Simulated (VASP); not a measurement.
Set up this calculation in VASP 6.6.1, as the native input.

| Item | Value |
| --- | --- |
| Task | relaxation of cell and atoms |
| Functional | PBE |
| Potentials or basis | VASP PAW PBE potentials, release 64 (Ga_d, O) |
| Cutoff | 600 eV |
| k mesh | 12 × 12 × 4 |
| Occupations | gaussian, width 0.1 eV |
| Spin | no spin polarisation |
| Dipole correction | no |
| Further INCAR settings | ALGO = Normal; EDIFF = 1e-07; IBRION = 2; EDIFFG = -0.01; NSW = 100; ISIF = 3 |

The structure of Ga3O2 lies in POSCAR:

```
Ga3O2
1.0
    3.0804035244      0.0000000000      0.0000000000
   -1.5402017622      2.6677077060      0.0000000000
    0.0000000000      0.0000000000      8.9230391239
Ga O
3 2
Direct
    0.0000000000      0.0000000000      0.0000000000
    0.3333333333      0.6666666667      0.7429404391
    0.6666666667      0.3333333333      0.2570595609
    0.3333333333      0.6666666667      0.3412999881
    0.6666666667      0.3333333333      0.6587000119
```

The input as run:

INCAR

```
SYSTEM = Ga3O2
PREC = Accurate
ENCUT = 600
EDIFF = 1E-7
ISMEAR = 0
SIGMA = 0.1
LREAL = .FALSE.
LASPH = .TRUE.
NELM = 60
ALGO = Normal
ISIF = 3
LWAVE = .FALSE.
LCHARG = .FALSE.
GGA = PE
IBRION = 2
NSW = 100
EDIFFG = -0.01
```

KPOINTS

```
regular mesh
0
G
  12 12 4
  0 0 0
```

Potentials or basis: VASP PAW PBE potentials, release 64 (Ga_d, O).

Run with:

```console
$ cat potpaw_PBE.64/Ga_d/POTCAR potpaw_PBE.64/O/POTCAR > POTCAR
$ mpirun -np 1 vasp_std > vasp.out
```

Results of the run:

* Relaxed volume: 14.70 Å³/atom
* Relaxed cell: a = 3.093 Å, b = 3.093 Å, c = 8.873 Å, α = 90.00°, β = 90.00°, γ = 120.00°
* Space group after relaxing (to 0.1 Å): P-3m1 (No. 164)
* Energy gained by relaxing: 0.5 meV/atom
* Ionic steps: 7
* Pressure after relaxing: 0.0 GPa
* Largest force after relaxing: 0.009 eV/Å
* Band gap on the k mesh: zero (an odd number of electrons rules out a gap without spin polarisation)

Caveat: an odd number of electrons without spin polarisation forces a metal; a magnetic or distorted state may lie lower.

It took 43 min on 1 thread of Intel Xeon 8259CL (shared host), peak memory 0.34 GiB.
